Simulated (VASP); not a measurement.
Set up this calculation in VASP 6.6.1, as the native input.

| Property | Result |
| --- | --- |
| Task | single point |
| Functional | LDA |
| Potentials or basis | VASP PAW LDA potentials, release 64 (Na_pv, F) |
| Cutoff | 520 eV |
| k mesh | 6 × 6 × 6 |
| Occupations | gaussian, width 0.01 eV |
| Spin | no spin polarisation |
| Dipole correction | no |
| Further INCAR settings | ALGO = Normal; EDIFF = 1e-07; NBANDS = 14 |

The structure of NaF lies in POSCAR:

```
NaF
1.0
    0.0000000000      2.2972417931      2.2972417931
    2.2972417931      0.0000000000      2.2972417931
    2.2972417931      2.2972417931      0.0000000000
Na F
1 1
Direct
    0.0000000000      0.0000000000      0.0000000000
    0.5000000000      0.5000000000      0.5000000000
```

The input as run:

INCAR

```
SYSTEM = NaF
  PREC = Accurate
  ENCUT = 520
  EDIFF = 1E-7
  ISMEAR = 0
  SIGMA = 0.01
  LREAL = .FALSE.
  LASPH = .TRUE.
  NELM = 80
  ALGO = Normal
  ISIF = 2
  LWAVE = .FALSE.
  LCHARG = .TRUE.
  GGA = CA
  LELF = .TRUE.
  LVHAR = .TRUE.
  NBANDS = 14
```

KPOINTS

```
Automatic mesh
0
G
  6 6 6
  0 0 0
```

Potentials or basis: VASP PAW LDA potentials, release 64 (Na_pv, F).

Launch:

```console
$ cat potpaw_LDA.64/Na_pv/POTCAR potpaw_LDA.64/F/POTCAR > POTCAR
$ mpirun -np 1 vasp_std > vasp.out
```

It gave:

| Quantity | Value |
| --- | --- |
| Pressure | -3.3 GPa |
| Band gap on the k mesh | 6.09 eV |

Caveat: the cell stands under tension.

It took 6 s on 1 thread of Intel(R) Xeon(R) Platinum 8259CL CPU @ 2.50GHz (Skylake/Cascade Lake), on a shared host, peak memory 0.12 GiB.
